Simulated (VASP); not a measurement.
Set up this calculation in VASP 6.6.1, as the native input.

| Item | Value |
| --- | --- |
| Task | single point |
| Functional | B3LYP |
| Potentials or basis | VASP PAW PBE potentials, release 64 (Ga_d, N) |
| Cutoff | 520 eV |
| k mesh | 5 × 5 × 5 |
| Occupations | fermi-dirac, width 0.05 eV |
| Spin | no spin polarisation |
| Dipole correction | no |
| Grid for exact exchange (PRECFOCK) | Normal |
| Further INCAR settings | ALGO = Normal; EDIFF = 1e-06; NBANDS = 16 |
| Share of exact exchange | 0.2 |

GaN:

```xyz
2
Lattice="0.0000 2.2075 2.2075 2.2075 0.0000 2.2075 2.2075 2.2075 0.0000" Properties=species:S:1:pos:R:3 pbc="T T T"
Ga    0.0000    0.0000    0.0000
N     1.1037    1.1037    1.1037
```

These files were run (other wordings do the same):

POSCAR

```
GaN
1.0
    0.0000000000      2.2074978911      2.2074978911
    2.2074978911      0.0000000000      2.2074978911
    2.2074978911      2.2074978911      0.0000000000
Ga N
1 1
Direct
    0.0000000000      0.0000000000      0.0000000000
    0.2500000000      0.2500000000      0.2500000000
```

INCAR.step1

```
SYSTEM = GaN
PREC     = Accurate       ! precision mode
ENCUT    = 520            ! plane-wave cutoff, eV
EDIFF    = 1E-5           ! SCF threshold, eV
ISMEAR   = -1             ! smearing method
SIGMA    = 0.05           ! smearing width, eV
LREAL    = .FALSE.        ! projectors in reciprocal space
LASPH    = .TRUE.         ! aspherical terms in the spheres
NELM     = 60             ! most SCF steps
ALGO     = Normal         ! electronic algorithm
ISIF     = 2              ! what is computed and relaxed
LWAVE    = .TRUE.         ! write WAVECAR
NBANDS   = 16             ! bands
GGA      = PE             ! functional
```

INCAR.step2

```
SYSTEM = GaN
PREC     = Accurate       ! precision mode
ENCUT    = 520            ! plane-wave cutoff, eV
EDIFF    = 1E-6           ! SCF threshold, eV
ISMEAR   = -1             ! smearing method
SIGMA    = 0.05           ! smearing width, eV
LREAL    = .FALSE.        ! projectors in reciprocal space
LASPH    = .TRUE.         ! aspherical terms in the spheres
NELM     = 60             ! most SCF steps
ALGO     = Normal         ! electronic algorithm
ISIF     = 2              ! what is computed and relaxed
LWAVE    = .FALSE.        ! write WAVECAR
LCHARG   = .TRUE.         ! write CHGCAR
GGA      = B3             ! functional
LHFCALC  = .TRUE.         ! exact exchange
AEXX     = 0.2            ! exact-exchange fraction
AGGAX    = 0.72         
AGGAC    = 0.81         
ALDAC    = 0.19         
PRECFOCK = Normal       
LELF     = .TRUE.         ! ELF
LVHAR    = .TRUE.       
NBANDS   = 16             ! bands
ISTART   = 1
```

KPOINTS

```
Automatic mesh
0
G
  5 5 5
  0 0 0
```

Potentials or basis: VASP PAW PBE potentials, release 64 (Ga_d, N).

Run with:

```sh
$ cat potpaw_PBE.64/Ga_d/POTCAR potpaw_PBE.64/N/POTCAR > POTCAR
$ cp INCAR.step1 INCAR
$ mpirun -np 1 vasp_std > vasp.out
$ cp INCAR.step2 INCAR
$ mpirun -np 1 vasp_std > vasp.out
```

It gave:

| Property | Result |
| --- | --- |
| Pressure | 19.6 GPa |
| Band gap on the k mesh | 3.90 eV |

Caveat: the k points lie up to 0.49 Å⁻¹ apart; the PAW data sets were made with another functional, which shifts forces and pressure a little.

Run time: 12 min on 1 thread of Intel Xeon 8259CL (shared host), peak memory 0.15 GiB.
